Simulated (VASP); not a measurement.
# Mn (Pm-3m) in VASP: further runs

The runs below take Mn through single point, with PBE.

Program: VASP 6.6.1. These are calculated values, not measurements. Logs are shortened: lines on timing, memory, paths and dates and some standing lists are left out, and cuts for length are marked.

## 1. The cell of the first run

The structure is cubic, space group Pm-3m (No. 221). Conventional cell: a = 2.237 Å, b = 2.237 Å, c = 2.237 Å, α = 90.00°, β = 90.00°, γ = 90.00°. Within 3.0 Å of Mn (site symmetry m-3m) lie 6 Mn at 2.24 Å.

This isn't the form of Mn at room conditions, which is a 58-atom cubic cell.

## 2. Single point, PBE

INCAR reads:

```
PREC = Accurate ; ENCUT = 520
EDIFF = 1E-6 ; ISMEAR = -1
SIGMA = 0.06122561905347299 ; LREAL = F
LASPH = T ; NELM = 100
ALGO = Normal ; ISIF = 2
LWAVE = F ; LCHARG = F
GGA = PE ; NBANDS = 12
```

KPOINTS reads:

```
regular mesh
0
Gamma
  47 47 47
```

POSCAR reads:

```
Mn
1.0
    2.2367772267      0.0000000000      0.0000000000
    0.0000000000      2.2367772267      0.0000000000
    0.0000000000      0.0000000000      2.2367772267
Mn
1
Direct
    0.0000000000      0.0000000000      0.0000000000
```

Potentials or basis: VASP PAW PBE potentials, release 64 (Mn_pv).

Launch:

```sh
> cat potpaw_PBE.64/Mn_pv/POTCAR > POTCAR
> mpirun -np 1 vasp_std > vasp.out
```

OUTCAR:

```text
PREC = Accurate
   ENCUT = 520
   EDIFF = 1E-6
   ISMEAR = -1
   LREAL = F
   LASPH = T
   NELM = 100
   ISIF = 2
   GGA = PE

 ion  position               nearest neighbor table
   1  0.000  0.000  0.000-

  LATTYP: Found a simple cubic cell.
 ALAT       =     2.2367772267

  Lattice vectors:

 A1 = (   2.2367772267,   0.0000000000,   0.0000000000)
 A2 = (   0.0000000000,   2.2367772267,   0.0000000000)
 A3 = (   0.0000000000,   0.0000000000,   2.2367772267)

Analysis of symmetry for initial positions (statically):
=====================================================================
 Subroutine PRICEL returns:
 Original cell was already a primitive cell.

 Routine SETGRP: Setting up the symmetry group for a
 simple cubic supercell.

 Subroutine GETGRP returns: Found 48 space group operations
 (whereof 48 operations were pure point group operations)
 out of a pool of 48 trial point group operations.

The static configuration has the point symmetry O_h .

Analysis of symmetry for dynamics (positions and initial velocities):
=====================================================================
 Subroutine PRICEL returns:
 Original cell was already a primitive cell.

 Routine SETGRP: Setting up the symmetry group for a
 simple cubic supercell.

 Subroutine GETGRP returns: Found 48 space group operations
 (whereof 48 operations were pure point group operations)
 out of a pool of 48 trial point group operations.

The dynamic configuration has the point symmetry O_h .

 Subroutine INISYM returns: Found 48 space group operations
 (whereof 48 operations are pure point group operations),
 and found     1 'primitive' translations

----------------------------------------------------------------------------------------

                                     Primitive cell

  volume of cell :      11.1910

  direct lattice vectors                    reciprocal lattice vectors
     2.236777227  0.000000000  0.000000000     0.447071791  0.000000000  0.000000000
     0.000000000  2.236777227  0.000000000     0.000000000  0.447071791  0.000000000
     0.000000000  0.000000000  2.236777227     0.000000000  0.000000000  0.447071791

  length of vectors
     2.236777227  2.236777227  2.236777227     0.447071791  0.447071791  0.447071791

  position of ions in fractional coordinates (direct lattice)
     0.000000000  0.000000000  0.000000000

  ion indices of the primitive-cell ions
   primitive index   ion index
                 1           1

----------------------------------------------------------------------------------------

 KPOINTS: regular mesh

Automatic generation of k-mesh.
 Grid dimensions read from file:
 generate k-points for:   47   47   47

 Generating k-lattice:

  Cartesian coordinates                     Fractional coordinates (reciprocal lattice)
     0.009512166  0.000000000  0.000000000     0.021276596  0.000000000  0.000000000
     0.000000000  0.009512166  0.000000000     0.000000000  0.021276596  0.000000000
     0.000000000  0.000000000  0.009512166     0.000000000  0.000000000  0.021276596

  Length of vectors
     0.009512166  0.009512166  0.009512166

  Shift w.r.t. Gamma in fractional coordinates (k-lattice)
     0.000000000  0.000000000  0.000000000

 Subroutine IBZKPT returns following result:
 ===========================================

 Found   2600 irreducible k-points:

 Following reciprocal coordinates:
            Coordinates               Weight
  0.000000  0.000000  0.000000      1.000000
  0.021277  0.000000  0.000000      6.000000
  0.042553  0.000000  0.000000      6.000000
  0.063830  0.000000  0.000000      6.000000
  0.085106  0.000000  0.000000      6.000000
  0.106383  0.000000  0.000000      6.000000
[... 16 lines left out ...]
  0.468085  0.000000  0.000000      6.000000
  0.489362  0.000000  0.000000      6.000000
 [... further k-points ...]
   k-points           NKPTS =   2600   k-points in BZ     NKDIM =   2600   number of bands    NBANDS=     12
   number of dos      NEDOS =    301   number of ions     NIONS =      1
   total plane-waves  NPLWV =   5832
   dimension x,y,z NGX =    18 NGY =   18 NGZ =   18
   dimension x,y,z NGXF=    36 NGYF=   36 NGZF=   36
   ions per type =               1
   NGX,Y,Z   is equivalent  to a cutoff of  13.38, 13.38, 13.38 a.u.
   NGXF,Y,Z  is equivalent  to a cutoff of  26.76, 26.76, 26.76 a.u.
 SYSTEM =  unknown system
   PREC   = accura    normal or accurate (medium, high low for compatibility)
   ISTART =      0    job   : 0-new  1-cont  2-samecut
   ICHARG =      2    charge: 1-file 2-atom 10-const
   ISPIN  =      1    spin polarized calculation?
   LNONCOLLINEAR =      F non collinear calculations
   LSORBIT =      F    spin-orbit coupling
   LASPH  =      T    aspherical Exc in radial PAW
   ENCUT  =  520.0 eV  38.22 Ry    6.18 a.u.   4.16  4.16  4.16*2*pi/ulx,y,z
   NELM   =    100;   NELMIN=  2; NELMDL= -5     # of ELM steps
   EDIFF  = 0.1E-05   stopping-criterion for ELM
   LREAL  =      F    real-space projection
   EDIFFG = 0.1E-04   stopping-criterion for IOM
   NSW    =      0    number of steps for IOM
   IBRION =     -1    ionic relax: 0-MD 1-quasi-New 2-CG
   NFREE  =      0    steps in history (QN), initial steepest desc. (CG)
   ISIF   =      2    stress and relaxation
   ISYM   =      2    0-nonsym 1-usesym 2-fastsym
   POTIM  = 0.5000    time-step for ionic-motion
   TEBEG  =    0.0;   TEEND  =   0.0 temperature during run
   PSTRESS=    0.0 pullay stress
   NELECT =      13.0000    total number of electrons
   NUPDOWN=      -1.0000    fix difference up-down
   EMIN   =  10.00;   EMAX   =-10.00  energy-range for DOS
   EFERMI =   0.00;   METHOD = LEGACY
   ISMEAR =    -1;   SIGMA  =   0.06  broadening in eV -4-tet -1-fermi 0-gaus
   EFERMI_NEDOS =   21; number of points for ismear=-14 and -15
   IALGO  =     38    algorithm
   IMIX   =      4    mixing-type and parameters
     AMIX     =   0.40;   BMIX     =  1.00
     AMIX_MAG =   1.60;   BMIX_MAG =  1.00
  volume/ion in A,a.u.               =      11.19        75.52
  Fermi-wavevector in a.u.,A,eV,Ry     =   1.720943  3.252111 40.295636  2.961646
  Thomas-Fermi vector in A             =   2.797288
   LORBIT       =      0    0 simple, 1 ext, 2 COOP (PROOUT), +10 PAW based schemes
   GGA     = PE    functional components
   LHFCALC =     F    Hartree Fock is set to
   AEXX    =    0.0000 exact exchange contribution
   IVDW    =     0    specifies the selected vdW correction
   LEPSILON=     F    determine dielectric tensor
   LRPA    =     F    only Hartree local field effects (RPA)
 non-spin polarized calculation
  energy-cutoff  :      520.00
  volume of cell :       11.19
 maximum number of plane-waves:       312
 NGX is ok and might be reduce to    18
   NGX =  9   NGY =  9   NGZ =  9

 number of electron      13.0000003 magnetization

 Free energy of the ion-electron system (eV)
  ---------------------------------------------------
  ext. energy  EPLUGINS =         0.00000000
  ---------------------------------------------------
  free energy    TOTEN  =        -8.03727803 eV

  energy without entropy =       -8.01633450  energy(sigma->0) =       -8.02680626

 E-fermi :  10.3185     XC(G=0): -13.6466

 val. band max:       10.3183814457   @ k =   0.2766   0.1489   0.1489
 cond. band min:      10.3189396400   @ k =   0.4255   0.2766   0.0426
 fundamental gap:      0.0005581943
 Fermi energy:        10.3184763156

 k-point     1 :       0.0000    0.0000    0.0000
  band No.  band energies     occupation
      1     -37.3799      2.00000
      2     -37.3799      2.00000
      3     -37.3799      2.00000
      4       2.0241      2.00000
      5       6.3362      2.00000
      6       6.3362      2.00000
      7      12.1220      0.00000
      8      12.1220      0.00000
      9      12.1220      0.00000
     10      31.4838      0.00000
     11      31.4838      0.00000
     12      31.4838      0.00000

 k-point     2 :       0.0213    0.0000    0.0000
  band No.  band energies     occupation
      1     -37.3848      2.00000
      2     -37.3795      2.00000
      3     -37.3795      2.00000
      4       2.0398      2.00000
      5       6.3395      2.00000
      6       6.3472      2.00000
      7      12.1117      0.00000
      8      12.1117      0.00000
      9      12.1228      0.00000
     10      31.2953      0.00000
     11      31.5074      0.00000
     12      31.5074      0.00000

 k-point     3 :       0.0426    0.0000    0.0000
  band No.  band energies     occupation
      1     -37.3993      2.00000
      2     -37.3783      2.00000
      3     -37.3783      2.00000
      4       2.0868      2.00000
      5       6.3492      2.00000
      6       6.3803      2.00000
      7      12.0812      0.00000
      8      12.0812      0.00000
      9      12.1251      0.00000
     10      30.7946      0.00000
     11      31.5781      0.00000
     12      31.5781      0.00000
[... 286 lines left out ...]
 k-point    23 :       0.4681    0.0000    0.0000
  band No.  band energies     occupation
      1     -38.4180      2.00000
      2     -37.2875      2.00000
      3     -37.2875      2.00000
      4       6.4641      2.00000
      5       7.1113      2.00000
      6       9.1846      2.00000
      7      10.1495      1.88100
      8      10.1495      1.88100
      9      12.2993      0.00000
     10      17.5913      0.00000
     11      33.2624      0.00000
     12      38.0742      0.00000

 k-point    24 :       0.4894    0.0000    0.0000
  band No.  band energies     occupation
      1     -38.4270      2.00000
      2     -37.2866      2.00000
      3     -37.2866      2.00000
      4       6.5244      2.00000
      5       7.1188      2.00000
      6       9.2116      2.00000
      7      10.1339      1.90648
      8      10.1339      1.90648
      9      12.3009      0.00000
     10      17.4957      0.00000
     11      33.2324      0.00000
     12      38.0567      0.00000

 [... further k-points ...]

------------------------ aborting loop because EDIFF is reached ----------------------------------------

  FORCE on cell =-STRESS in cart. coord.  units (eV):
  Direction    XX          YY          ZZ          XY          YZ          ZX
  --------------------------------------------------------------------------------------
  -------------------------------------------------------------------------------------
  Total        1.0720170      1.0720170      1.0720170      0.0000000      0.0000000      0.0000000
  in kB      153.4772640    153.4772640    153.4772640      0.0000000      0.0000000      0.0000000
  external PRESSURE =     153.4772640 kB  Pullay stress =       0.0000000 kB

 VOLUME and BASIS-vectors are now :
 -----------------------------------------------------------------------------
  energy-cutoff  :      520.00
  volume of cell :       11.19
      direct lattice vectors                 reciprocal lattice vectors
     2.236777227  0.000000000  0.000000000     0.447071791  0.000000000  0.000000000
     0.000000000  2.236777227  0.000000000     0.000000000  0.447071791  0.000000000
     0.000000000  0.000000000  2.236777227     0.000000000  0.000000000  0.447071791

 POSITION                                       TOTAL-FORCE (eV/Angst)
 -----------------------------------------------------------------------------------
      0.00000      0.00000      0.00000         0.000000      0.000000      0.000000
 -----------------------------------------------------------------------------------
    total drift:                                0.000000      0.000000      0.000000

  FREE ENERGIE OF THE ION-ELECTRON SYSTEM (eV)
  ---------------------------------------------------
  free  energy   TOTEN  =        -8.0372780281 eV

  energy  without entropy=       -8.0163344956  energy(sigma->0) =       -8.02680626
```

Run time: 3.6 min. Hardware: 1 thread of Intel Xeon 8259CL, shared host; peak memory 0.43 GiB.

Results:

| Quantity | Value |
| --- | --- |
| Free energy | -8.0373 eV |
| Pressure | 15.3 GPa |
| Band gap on the k mesh | zero (an odd number of electrons rules out a gap without spin polarisation) |

Caveat: the cell stands under pressure; the run has no spin polarisation, though such a crystal can be magnetic. Spin polarisation is off, so any magnetic state and its effect on volume and gap are missing.

## 3. Single point, PBE

This run uses another cell than the first one, of 11.43 Å³/atom.

INCAR reads:

```
SYSTEM = Mn
PREC = Accurate ; ENCUT = 520
EDIFF = 1E-6 ; ISMEAR = -1
SIGMA = 0.06122561905347299 ; LREAL = .FALSE.
LASPH = .TRUE. ; NELM = 100
ALGO = Normal ; ISIF = 2
LWAVE = .FALSE. ; LCHARG = .TRUE.
GGA = PE ; LELF = .TRUE.
LVHAR = .TRUE. ; NBANDS = 12
```

KPOINTS reads:

```
Automatic mesh
0
G
  47 47 47
  0 0 0
```

POSCAR reads:

```
Mn
1.0
    2.2525296980      0.0000000000      0.0000000000
    0.0000000000      2.2525296980      0.0000000000
    0.0000000000      0.0000000000      2.2525296980
Mn
1
Direct
    0.0000000000      0.0000000000      0.0000000000
```

Potentials or basis: VASP PAW PBE potentials, release 64 (Mn_pv).

Launch:

```sh
> cat potpaw_PBE.64/Mn_pv/POTCAR > POTCAR
> mpirun -np 1 vasp_std > vasp.out
```

Run time: 3.8 min. Hardware: 1 thread of Intel Xeon 8259CL, shared host; peak memory 0.43 GiB.

Results (log left out):

```
Free energy            : -8.0559 eV
Pressure               : 9.7 GPa
Band gap on the k mesh : zero (an odd number of electrons rules out a gap without spin polarisation)
```

Levels at points of the mesh, in eV from the Fermi level:
```
           k point  band 5  band 6  band 7  band 8  band 9  band 10
(0.00, 0.00, 0.00)   -3.87   -3.87    1.75    1.75    1.75    20.89
```

Caveat: the cell stands under pressure; the run has no spin polarisation, though such a crystal can be magnetic.
